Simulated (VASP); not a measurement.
# W3N4 (Pm-3m) in VASP: a series of runs

W3N4 is run at these levels: PBE; tasks: single point.

Everything below comes from runs of VASP 6.6.1. Logs are shortened: lines on timing, memory, paths and dates and some standing lists are left out, and cuts for length are marked.

## (1) The cell of the first run

The structure is cubic, space group Pm-3m (No. 221). Conventional cell: a = 4.122 Å, b = 4.122 Å, c = 4.122 Å, α = 90.00°, β = 90.00°, γ = 90.00°. N (site symmetry m-3m) has 6 W at 2.06 Å within 2.7 Å. N (site symmetry 4/mmm) has 4 W at 2.06 Å within 2.7 Å. W (site symmetry 4/mmm) has 6 N at 2.06 Å within 2.7 Å.

## (2) Single point, PBE, collinear spin

The input, INCAR:

```
SYSTEM = W3N4
  ALGO = Normal
  EDIFF = 1E-6
  ENCUT = 910
  GGA = PE
  GGA_COMPAT = .FALSE.
  ISIF = 2
  ISMEAR = -1
  ISPIN = 2
  LASPH = .TRUE.
  LCHARG = .FALSE.
  LMAXMIX = 4
  LORBIT = 11
  LREAL = .FALSE.
  LWAVE = .FALSE.
  MAGMOM = 0 0 0 0 0.2 0.2 0.2
  NBANDS = 44
  NELM = 200
  PREC = Accurate
  SIGMA = 0.1
```

The input, KPOINTS:

```
k-points
0
G
  5 5 5
  0 0 0
```

The input, POSCAR:

```
W3N4
1.0
    4.1220000000      0.0000000000      0.0000000000
    0.0000000000      4.1220000000      0.0000000000
    0.0000000000      0.0000000000      4.1220000000
N W
4 3
Direct
    0.5000000000      0.5000000000      0.5000000000
    0.5000000000      0.0000000000      0.0000000000
    0.0000000000      0.5000000000      0.0000000000
    0.0000000000      0.0000000000      0.5000000000
    0.5000000000      0.5000000000      0.0000000000
    0.0000000000      0.5000000000      0.5000000000
    0.5000000000      0.0000000000      0.5000000000
```

Potentials or basis: VASP PAW PBE potentials, release 64 (N_h, W_sv).

Launch:

```bash
$ cat potpaw_PBE.64/N_h/POTCAR potpaw_PBE.64/W_sv/POTCAR > POTCAR
$ mpirun -np 1 vasp_std > vasp.out
```

OUTCAR:

```text
SYSTEM = W3N4
   EDIFF = 1E-6
   ENCUT = 910
   GGA = PE
   ISIF = 2
   ISMEAR = -1
   ISPIN = 2
   LASPH = .TRUE.
   LORBIT = 11
   LREAL = .FALSE.
   NELM = 200
   PREC = Accurate

 ion  position               nearest neighbor table
   1  0.500  0.500  0.500-   5 2.06   6 2.06   7 2.06   5 2.06   7 2.06   6 2.06
   2  0.500  0.000  0.000-   5 2.06   7 2.06   7 2.06   5 2.06
   3  0.000  0.500  0.000-   5 2.06   6 2.06   6 2.06   5 2.06
   4  0.000  0.000  0.500-   6 2.06   7 2.06   6 2.06   7 2.06
   5  0.500  0.500  0.000-   1 2.06   2 2.06   3 2.06   1 2.06   2 2.06   3 2.06   6 2.91   7 2.91
                             7 2.91   7 2.91   7 2.91   6 2.91   6 2.91   6 2.91
   6  0.000  0.500  0.500-   1 2.06   3 2.06   4 2.06   3 2.06   4 2.06   1 2.06   5 2.91   7 2.91
                             7 2.91   5 2.91   5 2.91   7 2.91   5 2.91   7 2.91
   7  0.500  0.000  0.500-   1 2.06   2 2.06   4 2.06   2 2.06   1 2.06   4 2.06   5 2.91   6 2.91
                             5 2.91   6 2.91   5 2.91   5 2.91   6 2.91   6 2.91

  LATTYP: Found a simple cubic cell.
 ALAT       =     4.1220000000

  Lattice vectors:

 A1 = (   4.1220000000,   0.0000000000,   0.0000000000)
 A2 = (   0.0000000000,   4.1220000000,   0.0000000000)
 A3 = (   0.0000000000,   0.0000000000,   4.1220000000)

Analysis of symmetry for initial positions (statically):
=====================================================================
 Subroutine PRICEL returns:
 Original cell was already a primitive cell.

 Routine SETGRP: Setting up the symmetry group for a
 simple cubic supercell.

 Subroutine GETGRP returns: Found 48 space group operations
 (whereof 48 operations were pure point group operations)
 out of a pool of 48 trial point group operations.

The static configuration has the point symmetry O_h .

Analysis of symmetry for dynamics (positions and initial velocities):
=====================================================================
 Subroutine PRICEL returns:
 Original cell was already a primitive cell.

 Routine SETGRP: Setting up the symmetry group for a
 simple cubic supercell.

 Subroutine GETGRP returns: Found 48 space group operations
 (whereof 48 operations were pure point group operations)
 out of a pool of 48 trial point group operations.

The dynamic configuration has the point symmetry O_h .

Analysis of structural, dynamic, and magnetic symmetry:
=====================================================================
 Subroutine PRICEL returns:
 Original cell was already a primitive cell.

 Routine SETGRP: Setting up the symmetry group for a
 simple cubic supercell.

 Subroutine GETGRP returns: Found 48 space group operations
 (whereof 48 operations were pure point group operations)
 out of a pool of 48 trial point group operations.

The overall configuration has the point symmetry O_h .

 Subroutine INISYM returns: Found 48 space group operations
 (whereof 48 operations are pure point group operations),
 and found     1 'primitive' translations

----------------------------------------------------------------------------------------

                                     Primitive cell

  volume of cell :      70.0364

  direct lattice vectors                    reciprocal lattice vectors
     4.122000000  0.000000000  0.000000000     0.242600679  0.000000000  0.000000000
     0.000000000  4.122000000  0.000000000     0.000000000  0.242600679  0.000000000
     0.000000000  0.000000000  4.122000000     0.000000000  0.000000000  0.242600679

  length of vectors
     4.122000000  4.122000000  4.122000000     0.242600679  0.242600679  0.242600679

  position of ions in fractional coordinates (direct lattice)
     0.500000000  0.500000000  0.500000000
     0.500000000  0.000000000  0.000000000
     0.000000000  0.500000000  0.000000000
     0.000000000  0.000000000  0.500000000
     0.500000000  0.500000000  0.000000000
     0.000000000  0.500000000  0.500000000
     0.500000000  0.000000000  0.500000000

  ion indices of the primitive-cell ions
   primitive index   ion index
                 1           1
                 2           2
                 3           3
                 4           4
                 5           5
                 6           6
                 7           7

----------------------------------------------------------------------------------------

 KPOINTS: k-points

Automatic generation of k-mesh.
 Grid dimensions read from file:
 generate k-points for:    5    5    5

 Generating k-lattice:

  Cartesian coordinates                     Fractional coordinates (reciprocal lattice)
     0.048520136  0.000000000  0.000000000     0.200000000  0.000000000  0.000000000
     0.000000000  0.048520136  0.000000000     0.000000000  0.200000000  0.000000000
     0.000000000  0.000000000  0.048520136     0.000000000  0.000000000  0.200000000

  Length of vectors
     0.048520136  0.048520136  0.048520136

[... 64 lines left out ...]
   LHFCALC =     F    Hartree Fock is set to
   AEXX    =    0.0000 exact exchange contribution
   IVDW    =     0    specifies the selected vdW correction
   LEPSILON=     F    determine dielectric tensor
   LRPA    =     F    only Hartree local field effects (RPA)
 spin polarized calculation
  energy-cutoff  :      910.00
  volume of cell :       70.04
 maximum number of plane-waves:      4385
 NGX is ok and might be reduce to    42
   NGX = 21   NGY = 21   NGZ = 21

 number of electron      62.0000002 magnetization      -0.0000733

 number of electron      62.0000002 magnetization       0.0000910

 Free energy of the ion-electron system (eV)
  ---------------------------------------------------
  ext. energy  EPLUGINS =         0.00000000
  ---------------------------------------------------
  free energy    TOTEN  =       -72.38584245 eV

  energy without entropy =      -72.35311536  energy(sigma->0) =      -72.36947891

 E-fermi :  11.9272     XC(G=0): -13.3985

 val. band max:       11.8775874152   @ k =   0.2000   0.0000   0.0000
 cond. band min:      12.0259435951   @ k =   0.4000   0.0000   0.0000
 fundamental gap:      0.1483561799
 Fermi energy:        11.9272032646

 spin component 1

 k-point     1 :       0.0000    0.0000    0.0000
  band No.  band energies     occupation
      1     -63.7842      1.00000
      2     -63.6957      1.00000
      3     -63.6957      1.00000
      4     -28.4988      1.00000
      5     -28.4988      1.00000
      6     -28.4988      1.00000
[... 35 lines left out ...]
     42      16.1702      0.00000
     43      16.4082      0.00000
[... 372 lines left out ...]
      2     -63.7222      1.00000
      3     -63.7222      1.00000
      4     -28.8923      1.00000
      5     -28.3187      1.00000
      6     -28.3130      1.00000
[... 35 lines left out ...]
     42      19.5535      0.00000
     43      19.5535      0.00000
 Fermi energy:        11.9272032646

 spin component 2

 k-point     1 :       0.0000    0.0000    0.0000
  band No.  band energies     occupation
      1     -63.7837      1.00000
      2     -63.6951      1.00000
      3     -63.6951      1.00000
      4     -28.4986      1.00000
      5     -28.4986      1.00000
      6     -28.4986      1.00000
[... 35 lines left out ...]
     42      16.1703      0.00000
     43      16.4081      0.00000
[... 372 lines left out ...]
      2     -63.7217      1.00000
      3     -63.7217      1.00000
      4     -28.8921      1.00000
      5     -28.3185      1.00000
      6     -28.3128      1.00000
[... 35 lines left out ...]
     42      19.5535      0.00000
     43      19.5535      0.00000
 [bands above 43 left out]

------------------------ aborting loop because EDIFF is reached ----------------------------------------

  FORCE on cell =-STRESS in cart. coord.  units (eV):
  Direction    XX          YY          ZZ          XY          YZ          ZX
  --------------------------------------------------------------------------------------
  -------------------------------------------------------------------------------------
  Total       12.3445249     12.3445249     12.3445249     -0.0000000     -0.0000000      0.0000000
  in kB      282.3975983    282.3975983    282.3975983     -0.0000000     -0.0000000      0.0000000
  external PRESSURE =     282.3975983 kB  Pullay stress =       0.0000000 kB

 VOLUME and BASIS-vectors are now :
 -----------------------------------------------------------------------------
  energy-cutoff  :      910.00
  volume of cell :       70.04
      direct lattice vectors                 reciprocal lattice vectors
     4.122000000  0.000000000  0.000000000     0.242600679  0.000000000  0.000000000
     0.000000000  4.122000000  0.000000000     0.000000000  0.242600679  0.000000000
     0.000000000  0.000000000  4.122000000     0.000000000  0.000000000  0.242600679

 POSITION                                       TOTAL-FORCE (eV/Angst)
 -----------------------------------------------------------------------------------
      2.06100      2.06100      2.06100         0.000000      0.000000      0.000000
      2.06100      0.00000      0.00000         0.000000      0.000000      0.000000
      0.00000      2.06100      0.00000         0.000000      0.000000      0.000000
      0.00000      0.00000      2.06100         0.000000      0.000000      0.000000
      2.06100      2.06100      0.00000         0.000000      0.000000      0.000000
      0.00000      2.06100      2.06100         0.000000      0.000000      0.000000
      2.06100      0.00000      2.06100         0.000000      0.000000      0.000000
 -----------------------------------------------------------------------------------
    total drift:                                0.000000     -0.000000     -0.000000

  FREE ENERGIE OF THE ION-ELECTRON SYSTEM (eV)
  ---------------------------------------------------
  free  energy   TOTEN  =       -72.3858424544 eV

  energy  without entropy=      -72.3531153621  energy(sigma->0) =      -72.36947891

 total charge

# of ion       s       p       d       tot
------------------------------------------
    1        0.708   1.595   0.000   2.303
    2        0.725   1.513   0.000   2.238
    3        0.725   1.513   0.000   2.238
    4        0.725   1.513   0.000   2.238
    5        2.329   6.429   3.442  12.200
    6        2.329   6.429   3.442  12.200
    7        2.329   6.429   3.442  12.200
--------------------------------------------------
tot          9.868  25.421  10.327  45.616

 magnetization (x)

# of ion       s       p       d       tot
------------------------------------------
    1       -0.000  -0.000   0.000  -0.000
    2        0.000   0.000   0.000   0.000
    3        0.000   0.000   0.000   0.000
    4        0.000   0.000   0.000   0.000
    5       -0.000   0.000  -0.000  -0.000
    6       -0.000   0.000  -0.000  -0.000
    7       -0.000   0.000  -0.000  -0.000
--------------------------------------------------
tot         -0.000   0.000  -0.000  -0.000
```

It took 90 s on 1 thread of AMD EPYC 9R45 (Zen 5), shared host; peak memory 0.33 GiB.

What came out:

- Free energy: -72.3858 eV
- Pressure: 28.2 GPa
- Band gap on the k mesh: zero (filled and empty bands overlap)
- Net moment: 0.00 μB per cell
- Valence electrons inside the program's atomic spheres: N 2.30, 2.24 (each value once); W 12.20

Levels at points of the mesh, in eV from the Fermi level:
Spin up:
| k point | band 27 | band 28 | band 29 | band 30 | band 31 | band 32 | band 33 | band 34 | band 35 | band 36 |
| --- | --- | --- | --- | --- | --- | --- | --- | --- | --- | --- |
| (0.00, 0.00, 0.00) | -3.44 | -3.44 | -2.17 | -2.17 | -2.17 | -0.83 | -0.83 | -0.83 | -0.18 | -0.18 |
Spin down:
```csv
k point,band 29,band 30,band 31,band 32,band 33,band 34
"(0.00, 0.00, 0.00)",-2.17,-2.17,-2.17,-0.83,-0.83,-0.83
```

Caveat: the cutoff is under 1.25 times the usual one of these potentials, so pressure, stress and relaxed cells hold a basis-set (Pulay) error; the cell stands under pressure; spin-orbit coupling is left out, which moves the levels of the heavy elements.

## (3) Single point, PBE, collinear spin

The input, INCAR:

```
PREC = Accurate
ENCUT = 910
EDIFF = 1E-6
ISMEAR = -1
SIGMA = 0.1
LREAL = False
LASPH = True
NELM = 200
ALGO = Normal
ISIF = 2
LWAVE = False
LCHARG = False
ISPIN = 2
MAGMOM = 0 0 0 0 0.2 0.2 0.2
LORBIT = 11
LMAXMIX = 4
GGA = PE
NBANDS = 44
GGA_COMPAT = False
```

The input, KPOINTS:

```
regular mesh
0
Gamma
  5 5 5
```

POSCAR is that of step 2.

Potentials or basis: VASP PAW PBE potentials, release 64 (N_h, W_sv).

Launch:

```bash
$ cat potpaw_PBE.64/N_h/POTCAR potpaw_PBE.64/W_sv/POTCAR > POTCAR
$ mpirun -np 1 vasp_std > vasp.out
```

Run time: 2.1 min. Hardware: 1 thread of AMD EPYC 7R43 (Zen 3), shared host; peak memory 0.33 GiB.

The run converged. Its results:

```
Free energy                                           : -72.3858 eV
Pressure                                              : 28.2 GPa
Band gap on the k mesh                                : zero (filled and empty bands overlap)
Net moment                                            : 0.00 μB per cell
Valence electrons inside the program's atomic spheres : N 2.30, 2.24 (each value once); W 12.20
```

Levels at points of the mesh, in eV from the Fermi level:
Spin up:
```csv
k point,band 28,band 29,band 30,band 31,band 32,band 33,band 34,band 35
"(0.00, 0.00, 0.00)",-3.44,-2.17,-2.17,-2.17,-0.83,-0.83,-0.83,-0.18
```
Spin down:
```csv
k point,band 27,band 28,band 29,band 30,band 31,band 32,band 33,band 34,band 35,band 36
"(0.00, 0.00, 0.00)",-3.44,-3.44,-2.17,-2.17,-2.17,-0.83,-0.83,-0.83,-0.18,-0.18
```

Caveat: the cutoff is under 1.25 times the usual one of these potentials, so pressure, stress and relaxed cells hold a basis-set (Pulay) error; the cell stands under pressure; spin-orbit coupling is left out, which moves the levels of the heavy elements.

## (4) Single point, PBE, collinear spin

The input, INCAR:

```
PREC     = Accurate       # precision mode
ENCUT    = 910            # plane-wave cutoff, eV
EDIFF    = 1E-6           # SCF threshold, eV
ISMEAR   = -1             # smearing method
SIGMA    = 0.1            # smearing width, eV
LREAL    = F              # projectors in reciprocal space
LASPH    = T              # aspherical terms in the spheres
NELM     = 200            # most SCF steps
ALGO     = Normal         # electronic algorithm
ISIF     = 2              # what is computed and relaxed
LWAVE    = F              # write WAVECAR
LCHARG   = F              # write CHGCAR
ISPIN    = 2              # spin polarisation
MAGMOM   = 0 0 0 0 1 1 1  # initial moments
LORBIT   = 11             # projections on sites
LMAXMIX  = 4              # l up to which the mixer works
GGA      = PE             # functional
NBANDS   = 44             # bands
GGA_COMPAT= F
```

KPOINTS is that of step 3.

POSCAR is that of step 3.

Launch:

```bash
$ cat potpaw_PBE.64/N_h/POTCAR potpaw_PBE.64/W_sv/POTCAR > POTCAR
$ mpirun -np 1 vasp_std > vasp.out
```

It took 97 s on 1 thread of Intel Xeon 6975P-C (Granite Rapids), shared host; peak memory 0.36 GiB.

The run converged. Its results:

```yaml
Free_energy: -72.3858 eV
Pressure: 28.2 GPa
Band_gap_on_the_k_mesh: zero (filled and empty bands overlap)
Net_moment: 0.00 μB per cell
Valence_electrons_inside_the_program's_atomic_spheres: N 2.30, 2.24 (each value once); W 12.20
```

Levels at points of the mesh, in eV from the Fermi level:
Spin up:
```tsv
k point	band 28	band 29	band 30	band 31	band 32	band 33	band 34	band 35
(0.00, 0.00, 0.00)	-3.44	-2.17	-2.17	-2.17	-0.83	-0.83	-0.83	-0.18
```
Spin down:
```tsv
k point	band 27	band 28	band 29	band 30	band 31	band 32	band 33	band 34	band 35	band 36
(0.00, 0.00, 0.00)	-3.44	-3.44	-2.17	-2.17	-2.17	-0.83	-0.83	-0.83	-0.18	-0.18
```

Caveat: the cutoff is under 1.25 times the usual one of these potentials, so pressure, stress and relaxed cells hold a basis-set (Pulay) error; the cell stands under pressure; spin-orbit coupling is left out, which moves the levels of the heavy elements.

## (5) Single point, PBE, collinear spin

The input, INCAR:

```
PREC     = Accurate       # precision mode
ENCUT    = 910            # plane-wave cutoff, eV
EDIFF    = 1E-6           # SCF threshold, eV
ISMEAR   = -1             # smearing method
SIGMA    = 0.1            # smearing width, eV
LREAL    = False          # projectors in reciprocal space
LASPH    = True           # aspherical terms in the spheres
NELM     = 200            # most SCF steps
ALGO     = Normal         # electronic algorithm
ISIF     = 2              # what is computed and relaxed
LWAVE    = False          # write WAVECAR
LCHARG   = False          # write CHGCAR
ISPIN    = 2              # spin polarisation
MAGMOM   = 0 0 0 0 0.2 0.2 0.2 # initial moments
LORBIT   = 11             # projections on sites
LMAXMIX  = 4              # l up to which the mixer works
GGA      = PE             # functional
ISYM     = 0            
NBANDS   = 44             # bands
GGA_COMPAT= False
```

KPOINTS is that of step 4.

POSCAR is that of step 4.

Launch:

```bash
$ cat potpaw_PBE.64/N_h/POTCAR potpaw_PBE.64/W_sv/POTCAR > POTCAR
$ mpirun -np 1 vasp_std > vasp.out
```

It took 8 min on 1 thread of Intel Xeon 6975P-C (Granite Rapids), shared host; peak memory 0.72 GiB.

Results (log left out):

```yaml
Free_energy: -72.3858 eV
Pressure: 28.2 GPa
Band_gap_on_the_k_mesh: zero (filled and empty bands overlap)
Net_moment: 0.00 μB per cell
Valence_electrons_inside_the_program's_atomic_spheres: N 2.30, 2.24 (each value once); W 12.20
```

Levels at points of the mesh, in eV from the Fermi level:
Spin up:
| k point | band 28 | band 29 | band 30 | band 31 | band 32 | band 33 | band 34 | band 35 |
| --- | --- | --- | --- | --- | --- | --- | --- | --- |
| (0.00, 0.00, 0.00) | -3.44 | -2.17 | -2.17 | -2.17 | -0.83 | -0.83 | -0.83 | -0.18 |
Spin down:
| k point | band 28 | band 29 | band 30 | band 31 | band 32 | band 33 | band 34 | band 35 |
| --- | --- | --- | --- | --- | --- | --- | --- | --- |
| (0.00, 0.00, 0.00) | -3.44 | -2.17 | -2.17 | -2.17 | -0.83 | -0.83 | -0.83 | -0.18 |

Caveat: the cutoff is under 1.25 times the usual one of these potentials, so pressure, stress and relaxed cells hold a basis-set (Pulay) error; the cell stands under pressure; spin-orbit coupling is left out, which moves the levels of the heavy elements.
